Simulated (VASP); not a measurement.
The system is Al3NiSn.

```
Al Ni Sn
1.0
     3.45189    0.00000    0.00000
     0.00000    3.45189    0.00000
     0.00000    0.00000    7.86767
Al Ni Sn
3 1 1
Cartesian
  1.7259 1.7259 1.6042
  1.7259 1.7259 6.2634
  0.0000 0.0000 3.9338
  1.7259 1.7259 3.9338
  0.0000 0.0000 0.0000
```

The cell was generated, and may not be a known phase.

| Item | Value |
| --- | --- |
| Program | VASP 6.6.1 |
| Task | relaxation of cell and atoms |
| Functional | PBE |
| Potentials or basis | VASP PAW PBE potentials, release 64 (Al, Ni, Sn_d) |
| Cutoff | 600 eV |
| k mesh | 12 × 12 × 6 |
| Occupations | gaussian, width 0.1 eV |
| Spin | no spin polarisation |

At the start: pressure 0.4 GPa; volume 18.75 Å³/atom.

**Question.** How do energy, volume and symmetry change on relaxing?

**Answer.** Over 13 steps the energy falls by 10.3 meV/atom and the volume is 18.96 Å³/atom (+1.1 %); space group P4/mmm (No. 123, to 0.1 Å) before and after.

The path:
```tsv
step	energy change (eV)	largest force (eV/Å)	pressure (GPa)	volume (Å³)
1	0.0000	0.3347	0.38	93.75
2	-0.0131	0.2609	-0.06	94.35
3	-0.0336	0.1118	-1.15	96.03
4	-0.0437	0.0890	-0.66	95.47
5	-0.0510	0.0296	0.22	94.46
6	-0.0510	0.0318	0.19	94.50
7	-0.0513	0.0213	0.11	94.61
8	-0.0514	0.0129	0.06	94.69
9	-0.0513	0.0041	-0.04	94.87
10	-0.0514	0.0082	0.06	94.74
11	-0.0514	0.0067	0.04	94.76
12	-0.0514	0.0074	0.04	94.75
13	-0.0514	0.0001	-0.02	94.80
```

Final structure:
```
CELL_PARAMETERS angstrom
3.40909 0.00000 0.00000
0.00000 3.40909 0.00000
0.00000 0.00000 8.15678
ATOMIC_POSITIONS crystal
Al 0.50000 0.50000 0.21622
Al 0.50000 0.50000 0.78378
Al 0.00000 0.00000 0.50000
Ni 0.50000 0.50000 0.50000
Sn 0.00000 0.00000 0.00000
```

Caveat: the highest band is partly filled, so the run has too few bands.
